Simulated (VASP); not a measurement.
# Ag (P6_3/mmc) in VASP: notebook, part 2 of 2

VASP 6.6.1. The steps go on from the part before.

### Step 4. Single point, PBEsol

This run uses another cell than the first one, of 16.56 Å³/atom, 1.023 times its volume.

Input file INCAR:

```
SYSTEM = Ag
ALGO = Normal
EDIFF = 1E-6
ENCUT = 520
GGA = PS
ISIF = 2
ISMEAR = -1
LASPH = .TRUE.
LCHARG = .FALSE.
LREAL = .FALSE.
LWAVE = .FALSE.
NBANDS = 18
NELM = 80
PREC = Accurate
SIGMA = 0.1
```

Input file KPOINTS:

```
k-points
0
G
  18 18 10
  0 0 0
```

Input file POSCAR:

```
Ag
1.0
    2.8577695332      0.0000000000      0.0000000000
   -1.4288847666      2.4749010140      0.0000000000
    0.0000000000      0.0000000000      4.6826987788
Ag
2
Direct
    0.3333333333      0.6666666667      0.2500000000
    0.6666666667      0.3333333333      0.7500000000
```

Potentials or basis: VASP PAW PBE potentials, release 64 (Ag).

Command:

```
$ cat potpaw_PBE.64/Ag/POTCAR > POTCAR
$ mpirun -np 1 vasp_std > vasp.out
```

OUTCAR:

```text
SYSTEM = Ag
   EDIFF = 1E-6
   ENCUT = 520
   GGA = PS
   ISIF = 2
   ISMEAR = -1
   LASPH = .TRUE.
   LREAL = .FALSE.
   NELM = 80
   PREC = Accurate

 ion  position               nearest neighbor table
   1  0.333  0.667  0.250-   2 2.86   2 2.86   2 2.86   2 2.86   2 2.86   2 2.86
   2  0.667  0.333  0.750-   1 2.86   1 2.86   1 2.86   1 2.86   1 2.86   1 2.86

  LATTYP: Found a hexagonal cell.
 ALAT       =     2.8577695332
 C/A-ratio  =     1.6385851708

  Lattice vectors:

 A1 = (   2.8577695332,   0.0000000000,   0.0000000000)
 A2 = (  -1.4288847666,   2.4749010140,   0.0000000000)
 A3 = (   0.0000000000,   0.0000000000,   4.6826987788)

Analysis of symmetry for initial positions (statically):
=====================================================================
 Subroutine PRICEL returns:
 Original cell was already a primitive cell.

 Routine SETGRP: Setting up the symmetry group for a
 hexagonal supercell.

 Subroutine GETGRP returns: Found 24 space group operations
 (whereof 12 operations were pure point group operations)
 out of a pool of 24 trial point group operations.

The static configuration has the point symmetry D_3d.
 The point group associated with its full space group is D_6h.

Analysis of symmetry for dynamics (positions and initial velocities):
=====================================================================
 Subroutine PRICEL returns:
 Original cell was already a primitive cell.

 Routine SETGRP: Setting up the symmetry group for a
 hexagonal supercell.

 Subroutine GETGRP returns: Found 24 space group operations
 (whereof 12 operations were pure point group operations)
 out of a pool of 24 trial point group operations.

The dynamic configuration has the point symmetry D_3d.
 The point group associated with its full space group is D_6h.

 Subroutine INISYM returns: Found 24 space group operations
 (whereof 12 operations are pure point group operations),
 and found     1 'primitive' translations

----------------------------------------------------------------------------------------

                                     Primitive cell

  volume of cell :      33.1193

  direct lattice vectors                    reciprocal lattice vectors
     2.857769533  0.000000000  0.000000000     0.349923249  0.202028282  0.000000000
    -1.428884767  2.474901014  0.000000000     0.000000000  0.404056564  0.000000000
     0.000000000  0.000000000  4.682698779     0.000000000  0.000000000  0.213552066

  length of vectors
     2.857769533  2.857769533  4.682698779     0.404056564  0.404056564  0.213552066

  position of ions in fractional coordinates (direct lattice)
     0.333333333  0.666666667  0.250000000
     0.666666667  0.333333333  0.750000000

  ion indices of the primitive-cell ions
   primitive index   ion index
                 1           1
                 2           2

----------------------------------------------------------------------------------------

 KPOINTS: k-points

Automatic generation of k-mesh.
 Grid dimensions read from file:
 generate k-points for:   18   18   10

 Generating k-lattice:

  Cartesian coordinates                     Fractional coordinates (reciprocal lattice)
     0.019440181  0.011223793  0.000000000     0.055555556  0.000000000  0.000000000
     0.000000000  0.022447587  0.000000000     0.000000000  0.055555556  0.000000000
     0.000000000  0.000000000  0.021355207     0.000000000  0.000000000  0.100000000

  Length of vectors
     0.022447587  0.022447587  0.021355207

  Shift w.r.t. Gamma in fractional coordinates (k-lattice)
     0.000000000  0.000000000  0.000000000

 Subroutine IBZKPT returns following result:
 ===========================================

 Found    222 irreducible k-points:

 Following reciprocal coordinates:
            Coordinates               Weight
  0.000000  0.000000  0.000000      1.000000
  0.055556  0.000000  0.000000      6.000000
  0.111111  0.000000  0.000000      6.000000
  0.166667  0.000000  0.000000      6.000000
  0.222222  0.000000  0.000000      6.000000
  0.277778  0.000000  0.000000      6.000000
[... 16 lines left out ...]
  0.333333  0.111111  0.000000     12.000000
  0.388889  0.111111  0.000000     12.000000
 [... further k-points ...]
   k-points           NKPTS =    222   k-points in BZ     NKDIM =    222   number of bands    NBANDS=     18
   number of dos      NEDOS =    301   number of ions     NIONS =      2
   total plane-waves  NPLWV =  20736
   dimension x,y,z NGX =    24 NGY =   24 NGZ =   36
   dimension x,y,z NGXF=    48 NGYF=   48 NGZF=   72
   ions per type =               2
   NGX,Y,Z   is equivalent  to a cutoff of  13.96, 13.96, 12.78 a.u.
   NGXF,Y,Z  is equivalent  to a cutoff of  27.92, 27.92, 25.56 a.u.
 SYSTEM =  Ag
   PREC   = accura    normal or accurate (medium, high low for compatibility)
   ISTART =      0    job   : 0-new  1-cont  2-samecut
   ICHARG =      2    charge: 1-file 2-atom 10-const
   ISPIN  =      1    spin polarized calculation?
   LNONCOLLINEAR =      F non collinear calculations
   LSORBIT =      F    spin-orbit coupling
   LASPH  =      T    aspherical Exc in radial PAW
   ENCUT  =  520.0 eV  38.22 Ry    6.18 a.u.   5.31  5.31  8.71*2*pi/ulx,y,z
   NELM   =     80;   NELMIN=  2; NELMDL= -5     # of ELM steps
   EDIFF  = 0.1E-05   stopping-criterion for ELM
   LREAL  =      F    real-space projection
   EDIFFG = 0.1E-04   stopping-criterion for IOM
   NSW    =      0    number of steps for IOM
   IBRION =     -1    ionic relax: 0-MD 1-quasi-New 2-CG
   NFREE  =      0    steps in history (QN), initial steepest desc. (CG)
   ISIF   =      2    stress and relaxation
   ISYM   =      2    0-nonsym 1-usesym 2-fastsym
   POTIM  = 0.5000    time-step for ionic-motion
   TEBEG  =    0.0;   TEEND  =   0.0 temperature during run
   PSTRESS=    0.0 pullay stress
   NELECT =      22.0000    total number of electrons
   NUPDOWN=      -1.0000    fix difference up-down
   EMIN   =  10.00;   EMAX   =-10.00  energy-range for DOS
   EFERMI =   0.00;   METHOD = LEGACY
   ISMEAR =    -1;   SIGMA  =   0.10  broadening in eV -4-tet -1-fermi 0-gaus
   EFERMI_NEDOS =   21; number of points for ismear=-14 and -15
   IALGO  =     38    algorithm
   IMIX   =      4    mixing-type and parameters
     AMIX     =   0.40;   BMIX     =  1.00
     AMIX_MAG =   1.60;   BMIX_MAG =  1.00
  volume/ion in A,a.u.               =      16.56       111.75
  Fermi-wavevector in a.u.,A,eV,Ry     =   1.428418  2.699319 27.761027  2.040378
  Thomas-Fermi vector in A             =   2.548482
   LORBIT       =      0    0 simple, 1 ext, 2 COOP (PROOUT), +10 PAW based schemes
   GGA     = PS    functional components
   LHFCALC =     F    Hartree Fock is set to
   AEXX    =    0.0000 exact exchange contribution
   IVDW    =     0    specifies the selected vdW correction
   LEPSILON=     F    determine dielectric tensor
   LRPA    =     F    only Hartree local field effects (RPA)
 non-spin polarized calculation
  energy-cutoff  :      520.00
  volume of cell :       33.12
 maximum number of plane-waves:       912
 NGX is ok and might be reduce to    24
   NGX = 11   NGY = 11   NGZ = 17

 number of electron      21.9999998 magnetization

 Free energy of the ion-electron system (eV)
  ---------------------------------------------------
  ext. energy  EPLUGINS =         0.00000000
  ---------------------------------------------------
  free energy    TOTEN  =        -6.61451828 eV

  energy without entropy =       -6.59401868  energy(sigma->0) =       -6.60426848

 E-fermi :   8.6185     XC(G=0): -12.5864

 val. band max:        8.6025383641   @ k =   0.3889   0.0556   0.5000
 cond. band min:       8.6332719147   @ k =   0.3333   0.0556   0.4000
 fundamental gap:      0.0307335506
 Fermi energy:         8.6185174779

 k-point     1 :       0.0000    0.0000    0.0000
  band No.  band energies     occupation
      1       0.5943      2.00000
      2       2.0581      2.00000
      3       3.7437      2.00000
      4       3.8577      2.00000
      5       3.8577      2.00000
      6       4.1094      2.00000
[... 10 lines left out ...]
     17      27.2752      0.00000
     18      27.2752      0.00000
[... 463 lines left out ...]
 k-point    24 :       0.3889    0.1111    0.0000
  band No.  band energies     occupation
      1       2.3461      2.00000
      2       2.5704      2.00000
      3       2.6648      2.00000
      4       3.7351      2.00000
      5       4.0870      2.00000
      6       4.2968      2.00000
[... 10 lines left out ...]
     17      19.8718      0.00000
     18      23.8903      0.00000

 [... further k-points ...]

------------------------ aborting loop because EDIFF is reached ----------------------------------------

  FORCE on cell =-STRESS in cart. coord.  units (eV):
  Direction    XX          YY          ZZ          XY          YZ          ZX
  --------------------------------------------------------------------------------------
  -------------------------------------------------------------------------------------
  Total        0.1533653      0.1533653      0.1548966      0.0000000      0.0000000      0.0000000
  in kB        7.4191876      7.4191877      7.4932690      0.0000000      0.0000000      0.0000000
  external PRESSURE =       7.4438814 kB  Pullay stress =       0.0000000 kB

 VOLUME and BASIS-vectors are now :
 -----------------------------------------------------------------------------
  energy-cutoff  :      520.00
  volume of cell :       33.12
      direct lattice vectors                 reciprocal lattice vectors
     2.857769533  0.000000000  0.000000000     0.349923249  0.202028282  0.000000000
    -1.428884767  2.474901014  0.000000000     0.000000000  0.404056564  0.000000000
     0.000000000  0.000000000  4.682698779     0.000000000  0.000000000  0.213552066

 POSITION                                       TOTAL-FORCE (eV/Angst)
 -----------------------------------------------------------------------------------
     -0.00000      1.64993      1.17067        -0.000000      0.000000      0.000000
      1.42888      0.82497      3.51202         0.000000     -0.000000      0.000000
 -----------------------------------------------------------------------------------
    total drift:                               -0.000000      0.000000     -0.000000

  FREE ENERGIE OF THE ION-ELECTRON SYSTEM (eV)
  ---------------------------------------------------
  free  energy   TOTEN  =        -6.6145182844 eV

  energy  without entropy=       -6.5940186804  energy(sigma->0) =       -6.60426848
```

OSZICAR:

```text
N       E                     dE             d eps       ncg     rms          rms(c)
DAV:   1     0.125642804537E+03    0.12564E+03   -0.11779E+04  8000   0.123E+03
DAV:   2    -0.518347392802E+01   -0.13083E+03   -0.12434E+03  8282   0.271E+02
DAV:   3    -0.732490286688E+01   -0.21414E+01   -0.21338E+01  9276   0.390E+01
DAV:   4    -0.733123141191E+01   -0.63285E-02   -0.63279E-02  8838   0.208E+00
DAV:   5    -0.733127949629E+01   -0.48084E-04   -0.48085E-04  8818   0.194E-01    0.848E+00
DAV:   6    -0.664471406985E+01    0.68657E+00   -0.16402E+00  8242   0.139E+01    0.504E+00
DAV:   7    -0.662270674038E+01    0.22007E-01   -0.19519E-02  8754   0.134E+00    0.279E+00
DAV:   8    -0.661450005570E+01    0.82067E-02   -0.11870E-03  8260   0.285E-01    0.149E-01
DAV:   9    -0.661451256005E+01   -0.12504E-04   -0.17983E-05  9176   0.324E-02    0.203E-02
DAV:  10    -0.661451884613E+01   -0.62861E-05   -0.33337E-06  8544   0.176E-02    0.904E-03
DAV:  11    -0.661451828442E+01    0.56171E-06   -0.75510E-08  4304   0.225E-03
   1 F= -.66145183E+01 E0= -.66042685E+01  d E =-.204996E-01
```

stdout:

```text
POSCAR found type information on POSCAR Ag
 POSCAR found :  1 types and       2 ions
 scaLAPACK will be used
 -----------------------------------------------------------------------------
|                                                                             |
|                                                                             |
|     You enforced a specific xc type in the INCAR file but a different       |
|     I HOPE YOU KNOW WHAT YOU ARE DOING!                                     |
|                                                                             |
 -----------------------------------------------------------------------------

 LDA part: xc-table for (Slater+PW92), standard interpolation
 POSCAR, INCAR and KPOINTS ok, starting setup
 FFT: planning ... GRIDC
 FFT: planning ... GRID_SOFT
 FFT: planning ... GRID
 WAVECAR not read
 entering main loop
```

Run time: 71 s. Hardware: 1 thread of Intel Xeon Platinum 8488C (Sapphire Rapids), shared host; peak memory 0.24 GiB.

Results:

```
Free energy            : -6.6145 eV
Pressure               : 0.7 GPa
Band gap on the k mesh : zero (band 11 reaches 12.79 eV, above the bottom of band 12 at 5.23 eV)
```

Levels at points of the mesh, in eV from the Fermi level:
```csv
k point,band 8,band 9,band 10,band 11,band 12,band 13,band 14,band 15
"(0.00, 0.00, 0.00)",-4.12,-4.12,-3.06,-3.06,-0.54,3.72,15.74,17.62
"(0.50, 0.00, 0.00)",-2.91,-2.86,-2.76,0.10,1.64,6.99,7.25,9.63
"(0.00, 0.00, 0.50)",-4.65,-3.39,-3.39,-3.39,-3.39,11.29,11.29,16.12
"(0.50, 0.00, 0.50)",-3.12,-2.82,-2.82,0.70,0.70,4.77,4.77,13.86
```

Caveat: the PAW data sets were made with another functional, which shifts forces and pressure a little.

### Step 5. Single point, PBEsol

This run uses another cell than the first one, of 16.70 Å³/atom, 1.032 times its volume.

Input file INCAR:

```
SYSTEM = Ag
PREC = Accurate ; ENCUT = 520
EDIFF = 1E-7 ; ISMEAR = -1
SIGMA = 0.1 ; LREAL = .False.
LASPH = .True. ; NELM = 80
ALGO = Normal ; ISIF = 2
LWAVE = .False. ; LCHARG = .False.
GGA = PS ; NBANDS = 18
```

Input file KPOINTS:

```
Automatic mesh
0
Gamma
  18 18 10
  0 0 0
```

Input file POSCAR:

```
Ag
1.0
    2.8659173720      0.0000000000      0.0000000000
   -1.4329586860      2.4819572493      0.0000000000
    0.0000000000      0.0000000000      4.6950714570
Ag
2
Direct
    0.3333333333      0.6666666667      0.2500000000
    0.6666666667      0.3333333333      0.7500000000
```

Potentials or basis: VASP PAW PBE potentials, release 64 (Ag).

Command:

```
$ cat potpaw_PBE.64/Ag/POTCAR > POTCAR
$ mpirun -np 1 vasp_std > vasp.out
```

OUTCAR:

```text
SYSTEM = Ag
   PREC = Accurate
   ENCUT = 520
   EDIFF = 1E-7
   ISMEAR = -1
   LREAL = .False.
   LASPH = .True.
   NELM = 80
   ISIF = 2
   GGA = PS

 ion  position               nearest neighbor table
   1  0.333  0.667  0.250-   2 2.87   2 2.87   2 2.87   2 2.87   2 2.87   2 2.87
   2  0.667  0.333  0.750-   1 2.87   1 2.87   1 2.87   1 2.87   1 2.87   1 2.87

  LATTYP: Found a hexagonal cell.
 ALAT       =     2.8659173720
 C/A-ratio  =     1.6382438318

  Lattice vectors:

[... 692 lines left out ...]

------------------------ aborting loop because EDIFF is reached ----------------------------------------

  FORCE on cell =-STRESS in cart. coord.  units (eV):
  Direction    XX          YY          ZZ          XY          YZ          ZX
  --------------------------------------------------------------------------------------
  -------------------------------------------------------------------------------------
  Total       -0.0532577     -0.0532577     -0.0449248      0.0000000     -0.0000000      0.0000000
  in kB       -2.5550092     -2.5550092     -2.1552457      0.0000000     -0.0000000      0.0000000
  external PRESSURE =      -2.4217547 kB  Pullay stress =       0.0000000 kB

 VOLUME and BASIS-vectors are now :
 -----------------------------------------------------------------------------
  energy-cutoff  :      520.00
  volume of cell :       33.40
      direct lattice vectors                 reciprocal lattice vectors
     2.865917372  0.000000000  0.000000000     0.348928413  0.201453913  0.000000000
    -1.432958686  2.481957249  0.000000000     0.000000000  0.402907826  0.000000000
     0.000000000  0.000000000  4.695071457     0.000000000  0.000000000  0.212989304

 POSITION                                       TOTAL-FORCE (eV/Angst)
 -----------------------------------------------------------------------------------
     -0.00000      1.65464      1.17377        -0.000000      0.000000      0.000000
      1.43296      0.82732      3.52130         0.000000     -0.000000      0.000000
 -----------------------------------------------------------------------------------
    total drift:                                0.000000     -0.000000      0.000000

  FREE ENERGIE OF THE ION-ELECTRON SYSTEM (eV)
  ---------------------------------------------------
  free  energy   TOTEN  =        -6.6151202503 eV

  energy  without entropy=       -6.5946651378  energy(sigma->0) =       -6.60489269
```

OSZICAR:

```text
N       E                     dE             d eps       ncg     rms          rms(c)
DAV:   1     0.124583532320E+03    0.12458E+03   -0.11799E+04  8008   0.122E+03
DAV:   2    -0.522502927729E+01   -0.12981E+03   -0.12344E+03  8298   0.270E+02
DAV:   3    -0.731997989424E+01   -0.20950E+01   -0.20873E+01  9128   0.385E+01
DAV:   4    -0.732621114131E+01   -0.62312E-02   -0.62307E-02  8862   0.206E+00
DAV:   5    -0.732625998444E+01   -0.48843E-04   -0.48844E-04  8708   0.195E-01    0.830E+00
DAV:   6    -0.664425549457E+01    0.68200E+00   -0.16454E+00  8244   0.139E+01    0.495E+00
DAV:   7    -0.662317772235E+01    0.21078E-01   -0.18970E-02  8760   0.130E+00    0.276E+00
DAV:   8    -0.661510192834E+01    0.80758E-02   -0.11288E-03  8258   0.280E-01    0.143E-01
DAV:   9    -0.661511467930E+01   -0.12751E-04   -0.18336E-05  9200   0.326E-02    0.207E-02
DAV:  10    -0.661512079038E+01   -0.61111E-05   -0.33475E-06  8704   0.177E-02    0.812E-03
DAV:  11    -0.661512030462E+01    0.48576E-06   -0.72629E-08  6226   0.214E-03    0.608E-04
DAV:  12    -0.661512025031E+01    0.54305E-07   -0.11423E-08  4250   0.858E-04
   1 F= -.66151203E+01 E0= -.66048927E+01  d E =-.204551E-01
```

It took 59 s on 1 thread of Intel Xeon Platinum 8488C (Sapphire Rapids), shared host; peak memory 0.24 GiB.

What came out:

```
Free energy            : -6.6151 eV
Pressure               : -0.2 GPa
Band gap on the k mesh : zero (band 11 reaches 12.65 eV, above the bottom of band 12 at 5.12 eV)
```

Caveat: the PAW data sets were made with another functional, which shifts forces and pressure a little.

### Step 6. The runs side by side

| cell | gap on the mesh (eV) | pressure (GPa) |
| --- | --- | --- |
| a = 2.836, b = 2.836, c = 4.646 Å, angles 90.0, 90.0, 120.0°, 2 atoms | none | 3.7 |
| a = 2.850, b = 2.850, c = 4.670 Å, angles 90.0, 90.0, 120.0°, 2 atoms | none | 1.8 |
| a = 2.858, b = 2.858, c = 4.683 Å, angles 90.0, 90.0, 120.0°, 2 atoms | none | 0.7 |
| a = 2.866, b = 2.866, c = 4.695 Å, angles 90.0, 90.0, 120.0°, 2 atoms | none | -0.2 |

Alike in all rows: task single point; level PBEsol; potentials or basis VASP PAW PBE potentials, release 64 (Ag); no spin polarisation; k mesh 18 × 18 × 10; cutoff (eV) 520; smearing fermi-dirac 0.1 eV.

Caveats: the PAW data sets were made with another functional, which shifts forces and pressure a little.

Total energies depend on the potentials used, so only differences within one code and one set of settings carry meaning.
